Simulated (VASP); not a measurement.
# Hf3OF3 (Pm-3m) in VASP: notebook

Runs on Hf3OF3. Level: PBE. Tasks: single point.

Program: VASP 6.6.1. These are calculated values, not measurements. Logs are shortened: lines on timing, memory, paths and dates and some standing lists are left out, and cuts for length are marked.

## Step 1: The cell of the first run

Symmetry: Pm-3m, No. 221, cubic system. The conventional cell has a = 4.658 Å, b = 4.658 Å, c = 4.658 Å, α = 90.00°, β = 90.00°, γ = 90.00°. Within 3.1 Å of Hf (site symmetry 4/mmm) lie 2 O at 2.33 Å and 4 F at 2.33 Å. O (site symmetry m-3m) has 6 Hf at 2.33 Å within 3.1 Å. Within 3.1 Å of F (site symmetry 4/mmm) lie 4 Hf at 2.33 Å.

## Step 2: Single point, PBE

The input, INCAR:

```
SYSTEM = Hf3OF3
PREC = Accurate
ENCUT = 520
EDIFF = 1E-6
ISMEAR = 0
SIGMA = 0.1
LREAL = .FALSE.
LASPH = .TRUE.
NELM = 60
ALGO = Normal
ISIF = 2
LWAVE = .FALSE.
LCHARG = .FALSE.
GGA = PE
NBANDS = 38
```

The input, KPOINTS:

```
regular mesh
0
G
  4 4 4
  0 0 0
```

The input, POSCAR:

```
Hf3OF3
1.0
    4.6584854113      0.0000000000      0.0000000000
    0.0000000000      4.6584854113      0.0000000000
    0.0000000000      0.0000000000      4.6584854113
Hf O F
3 1 3
Direct
    0.5000000000      0.0000000000      0.0000000000
    0.0000000000      0.5000000000      0.0000000000
    0.0000000000      0.0000000000      0.5000000000
    0.0000000000      0.0000000000      0.0000000000
    0.0000000000      0.5000000000      0.5000000000
    0.5000000000      0.0000000000      0.5000000000
    0.5000000000      0.5000000000      0.0000000000
```

Potentials or basis: VASP PAW PBE potentials, release 64 (Hf_pv, O, F).

Run with:

```sh
cat potpaw_PBE.64/Hf_pv/POTCAR potpaw_PBE.64/O/POTCAR potpaw_PBE.64/F/POTCAR > POTCAR
mpirun -np 1 vasp_std > vasp.out
```

OUTCAR:

```text
SYSTEM = Hf3OF3
   PREC = Accurate
   ENCUT = 520
   EDIFF = 1E-6
   ISMEAR = 0
   LREAL = .FALSE.
   LASPH = .TRUE.
   NELM = 60
   ISIF = 2
   GGA = PE

 ion  position               nearest neighbor table
   1  0.500  0.000  0.000-   4 2.33   6 2.33   7 2.33   6 2.33   7 2.33   4 2.33   3 3.29   2 3.29
                             2 3.29   2 3.29   3 3.29   3 3.29   3 3.29   2 3.29
   2  0.000  0.500  0.000-   4 2.33   5 2.33   7 2.33   5 2.33   4 2.33   7 2.33   3 3.29   1 3.29
                             3 3.29   1 3.29   3 3.29   1 3.29   3 3.29   1 3.29
   3  0.000  0.000  0.500-   4 2.33   5 2.33   6 2.33   4 2.33   5 2.33   6 2.33   2 3.29   2 3.29
                             2 3.29   1 3.29   2 3.29   1 3.29   1 3.29   1 3.29
   4  0.000  0.000  0.000-   1 2.33   2 2.33   3 2.33   3 2.33   2 2.33   1 2.33
   5  0.000  0.500  0.500-   2 2.33   3 2.33   2 2.33   3 2.33
   6  0.500  0.000  0.500-   1 2.33   3 2.33   1 2.33   3 2.33
   7  0.500  0.500  0.000-   1 2.33   2 2.33   1 2.33   2 2.33

  LATTYP: Found a simple cubic cell.
 ALAT       =     4.6584854113

  Lattice vectors:

 A1 = (   4.6584854113,   0.0000000000,   0.0000000000)
 A2 = (   0.0000000000,   4.6584854113,   0.0000000000)
 A3 = (   0.0000000000,   0.0000000000,   4.6584854113)

Analysis of symmetry for initial positions (statically):
=====================================================================
 Subroutine PRICEL returns:
 Original cell was already a primitive cell.

 Routine SETGRP: Setting up the symmetry group for a
 simple cubic supercell.

 Subroutine GETGRP returns: Found 48 space group operations
 (whereof 48 operations were pure point group operations)
 out of a pool of 48 trial point group operations.

The static configuration has the point symmetry O_h .

Analysis of symmetry for dynamics (positions and initial velocities):
=====================================================================
 Subroutine PRICEL returns:
 Original cell was already a primitive cell.

 Routine SETGRP: Setting up the symmetry group for a
 simple cubic supercell.

 Subroutine GETGRP returns: Found 48 space group operations
 (whereof 48 operations were pure point group operations)
 out of a pool of 48 trial point group operations.

The dynamic configuration has the point symmetry O_h .

 Subroutine INISYM returns: Found 48 space group operations
 (whereof 48 operations are pure point group operations),
 and found     1 'primitive' translations

----------------------------------------------------------------------------------------

                                     Primitive cell

  volume of cell :     101.0961

  direct lattice vectors                    reciprocal lattice vectors
     4.658485411  0.000000000  0.000000000     0.214662044  0.000000000  0.000000000
     0.000000000  4.658485411  0.000000000     0.000000000  0.214662044  0.000000000
     0.000000000  0.000000000  4.658485411     0.000000000  0.000000000  0.214662044

  length of vectors
     4.658485411  4.658485411  4.658485411     0.214662044  0.214662044  0.214662044

  position of ions in fractional coordinates (direct lattice)
     0.500000000  0.000000000  0.000000000
     0.000000000  0.500000000  0.000000000
     0.000000000  0.000000000  0.500000000
     0.000000000  0.000000000  0.000000000
     0.000000000  0.500000000  0.500000000
     0.500000000  0.000000000  0.500000000
     0.500000000  0.500000000  0.000000000

  ion indices of the primitive-cell ions
   primitive index   ion index
                 1           1
                 2           2
                 3           3
                 4           4
                 5           5
                 6           6
                 7           7

----------------------------------------------------------------------------------------

 KPOINTS: regular mesh

Automatic generation of k-mesh.
 Grid dimensions read from file:
 generate k-points for:    4    4    4

 Generating k-lattice:

  Cartesian coordinates                     Fractional coordinates (reciprocal lattice)
     0.053665511  0.000000000  0.000000000     0.250000000  0.000000000  0.000000000
     0.000000000  0.053665511  0.000000000     0.000000000  0.250000000  0.000000000
     0.000000000  0.000000000  0.053665511     0.000000000  0.000000000  0.250000000

  Length of vectors
     0.053665511  0.053665511  0.053665511

  Shift w.r.t. Gamma in fractional coordinates (k-lattice)
     0.000000000  0.000000000  0.000000000

 Subroutine IBZKPT returns following result:
 ===========================================

 Found     10 irreducible k-points:

 Following reciprocal coordinates:
            Coordinates               Weight
  0.000000  0.000000  0.000000      1.000000
  0.250000  0.000000  0.000000      6.000000
  0.500000  0.000000  0.000000      3.000000
  0.250000  0.250000  0.000000     12.000000
  0.500000  0.250000  0.000000     12.000000
  0.500000  0.500000  0.000000      3.000000
  0.250000  0.250000  0.250000      8.000000
  0.500000  0.250000  0.250000     12.000000
  0.500000  0.500000  0.250000      6.000000
  0.500000  0.500000  0.500000      1.000000
   k-points           NKPTS =     10   k-points in BZ     NKDIM =     10   number of bands    NBANDS=     38
   number of dos      NEDOS =    301   number of ions     NIONS =      7
   total plane-waves  NPLWV =  46656
   dimension x,y,z NGX =    36 NGY =   36 NGZ =   36
   dimension x,y,z NGXF=    72 NGYF=   72 NGZF=   72
   ions per type =               3   1   3
   NGX,Y,Z   is equivalent  to a cutoff of  12.85, 12.85, 12.85 a.u.
   NGXF,Y,Z  is equivalent  to a cutoff of  25.69, 25.69, 25.69 a.u.
 SYSTEM =  Hf3OF3
   PREC   = accura    normal or accurate (medium, high low for compatibility)
   ISTART =      0    job   : 0-new  1-cont  2-samecut
   ICHARG =      2    charge: 1-file 2-atom 10-const
   ISPIN  =      1    spin polarized calculation?
   LNONCOLLINEAR =      F non collinear calculations
   LSORBIT =      F    spin-orbit coupling
   LASPH  =      T    aspherical Exc in radial PAW
   ENCUT  =  520.0 eV  38.22 Ry    6.18 a.u.   8.66  8.66  8.66*2*pi/ulx,y,z
   NELM   =     60;   NELMIN=  2; NELMDL= -5     # of ELM steps
   EDIFF  = 0.1E-05   stopping-criterion for ELM
   LREAL  =      F    real-space projection
   EDIFFG = 0.1E-04   stopping-criterion for IOM
   NSW    =      0    number of steps for IOM
   IBRION =     -1    ionic relax: 0-MD 1-quasi-New 2-CG
   NFREE  =      0    steps in history (QN), initial steepest desc. (CG)
   ISIF   =      2    stress and relaxation
   ISYM   =      2    0-nonsym 1-usesym 2-fastsym
   POTIM  = 0.5000    time-step for ionic-motion
   TEBEG  =    0.0;   TEEND  =   0.0 temperature during run
   PSTRESS=    0.0 pullay stress
   NELECT =      57.0000    total number of electrons
   NUPDOWN=      -1.0000    fix difference up-down
   EMIN   =  10.00;   EMAX   =-10.00  energy-range for DOS
   EFERMI =   0.00;   METHOD = LEGACY
   ISMEAR =     0;   SIGMA  =   0.10  broadening in eV -4-tet -1-fermi 0-gaus
   EFERMI_NEDOS =   21; number of points for ismear=-14 and -15
   IALGO  =     38    algorithm
   IMIX   =      4    mixing-type and parameters
     AMIX     =   0.40;   BMIX     =  1.00
     AMIX_MAG =   1.60;   BMIX_MAG =  1.00
  volume/ion in A,a.u.               =      14.44        97.46
  Fermi-wavevector in a.u.,A,eV,Ry     =   1.352452  2.555763 24.886758  1.829125
  Thomas-Fermi vector in A             =   2.479789
   LORBIT       =      0    0 simple, 1 ext, 2 COOP (PROOUT), +10 PAW based schemes
   GGA     = PE    functional components
   LHFCALC =     F    Hartree Fock is set to
   AEXX    =    0.0000 exact exchange contribution
   IVDW    =     0    specifies the selected vdW correction
   LEPSILON=     F    determine dielectric tensor
   LRPA    =     F    only Hartree local field effects (RPA)
 non-spin polarized calculation
 Gauss-broadening in eV      SIGMA  =   0.10
  energy-cutoff  :      520.00
  volume of cell :      101.10
 maximum number of plane-waves:      2800
 NGX is ok and might be reduce to    36
   NGX = 17   NGY = 17   NGZ = 17

 number of electron      57.0000024 magnetization

 Free energy of the ion-electron system (eV)
  ---------------------------------------------------
  ext. energy  EPLUGINS =         0.00000000
  ---------------------------------------------------
  free energy    TOTEN  =       -52.26243166 eV

  energy without entropy =      -52.23029934  energy(sigma->0) =      -52.24636550

 E-fermi :   6.2556     XC(G=0): -10.8991

 val. band max:        6.2145633611   @ k =   0.5000   0.5000   0.0000
 cond. band min:       6.2843108526   @ k =   0.5000   0.2500   0.0000
 fundamental gap:      0.0697474915
 Fermi energy:         6.2555831452

 k-point     1 :       0.0000    0.0000    0.0000
  band No.  band energies     occupation
      1     -26.5535      2.00000
      2     -26.5535      2.00000
      3     -26.5535      2.00000
      4     -26.3708      2.00000
      5     -26.3708      2.00000
      6     -26.3708      2.00000
[... 30 lines left out ...]
     37       8.4330      0.00000
     38       9.2039      0.00000

 k-point     2 :       0.2500    0.0000    0.0000
  band No.  band energies     occupation
      1     -26.5511      2.00000
      2     -26.5234      2.00000
      3     -26.5234      2.00000
      4     -26.4223      2.00000
      5     -26.3807      2.00000
      6     -26.3807      2.00000
[... 30 lines left out ...]
     37       8.7979      0.00000
     38       8.7983      0.00000

 k-point     3 :       0.5000    0.0000    0.0000
  band No.  band energies     occupation
      1     -26.5391      2.00000
      2     -26.4811      2.00000
      3     -26.4811      2.00000
      4     -26.4720      2.00000
      5     -26.4016      2.00000
      6     -26.4016      2.00000
[... 30 lines left out ...]
     37       8.2774      0.00000
[... 207 lines left out ...]
 k-point     9 :       0.5000    0.5000    0.2500
  band No.  band energies     occupation
      1     -26.7635      2.00000
      2     -26.6681      2.00000
      3     -26.6681      2.00000
      4     -26.6359      2.00000
      5     -26.2759      2.00000
      6     -26.2759      2.00000
[... 30 lines left out ...]
     37       8.4425      0.00000
     38      10.0695      0.00000

 k-point    10 :       0.5000    0.5000    0.5000
  band No.  band energies     occupation
      1     -26.7629      2.00000
      2     -26.7629      2.00000
      3     -26.7629      2.00000
      4     -26.7192      2.00000
      5     -26.2188      2.00000
      6     -26.2188      2.00000
[... 30 lines left out ...]
     37       9.0429      0.00000
     38       9.3662      0.00000

------------------------ aborting loop because EDIFF is reached ----------------------------------------

  FORCE on cell =-STRESS in cart. coord.  units (eV):
  Direction    XX          YY          ZZ          XY          YZ          ZX
  --------------------------------------------------------------------------------------
  -------------------------------------------------------------------------------------
  Total       -1.4213590     -1.4213590     -1.4213590      0.0000000     -0.0000000      0.0000000
  in kB      -22.5257954    -22.5257954    -22.5257954      0.0000000     -0.0000000      0.0000000
  external PRESSURE =     -22.5257954 kB  Pullay stress =       0.0000000 kB

 VOLUME and BASIS-vectors are now :
 -----------------------------------------------------------------------------
  energy-cutoff  :      520.00
  volume of cell :      101.10
      direct lattice vectors                 reciprocal lattice vectors
     4.658485411  0.000000000  0.000000000     0.214662044  0.000000000  0.000000000
     0.000000000  4.658485411  0.000000000     0.000000000  0.214662044  0.000000000
     0.000000000  0.000000000  4.658485411     0.000000000  0.000000000  0.214662044

 POSITION                                       TOTAL-FORCE (eV/Angst)
 -----------------------------------------------------------------------------------
      2.32924      0.00000      0.00000         0.000000      0.000000      0.000000
      0.00000      2.32924      0.00000         0.000000      0.000000      0.000000
      0.00000      0.00000      2.32924         0.000000      0.000000      0.000000
      0.00000      0.00000      0.00000         0.000000      0.000000      0.000000
      0.00000      2.32924      2.32924         0.000000      0.000000      0.000000
      2.32924      0.00000      2.32924         0.000000      0.000000      0.000000
      2.32924      2.32924      0.00000         0.000000      0.000000      0.000000
 -----------------------------------------------------------------------------------
    total drift:                                0.000000      0.000000      0.000000

  FREE ENERGIE OF THE ION-ELECTRON SYSTEM (eV)
  ---------------------------------------------------
  free  energy   TOTEN  =       -52.2624316614 eV

  energy  without entropy=      -52.2302993402  energy(sigma->0) =      -52.24636550
```

Run time: 61 s. Hardware: 1 thread of AMD EPYC 7R43 (Zen 3), shared host; peak memory 0.18 GiB.

What came out:

```yaml
Free_energy: -52.2624 eV
Pressure: -2.3 GPa
```

Levels at points of the mesh, in eV from the Fermi level:
```csv
k point,band 25,band 26,band 27,band 28,band 29,band 30,band 31,band 32,band 33,band 34
"(0.00, 0.00, 0.00)",-6.70,-3.05,-3.05,-3.05,-3.01,0.62,0.62,0.75,0.75,0.75
"(0.50, 0.00, 0.00)",-7.00,-2.67,-1.13,-0.76,-0.76,-0.21,-0.10,0.40,0.40,1.57
"(0.50, 0.50, 0.00)",-7.32,-0.32,-0.08,-0.08,-0.04,0.23,0.23,0.50,1.21,1.30
"(0.50, 0.50, 0.50)",-7.91,-0.23,0.41,0.41,0.41,1.64,1.64,1.64,2.18,2.18
```

Caveat: spin-orbit coupling is left out, which moves the levels of the heavy elements; an odd number of electrons without spin polarisation forces a metal; a magnetic or distorted state may lie lower.

(Part 1 of 2 ends here.)
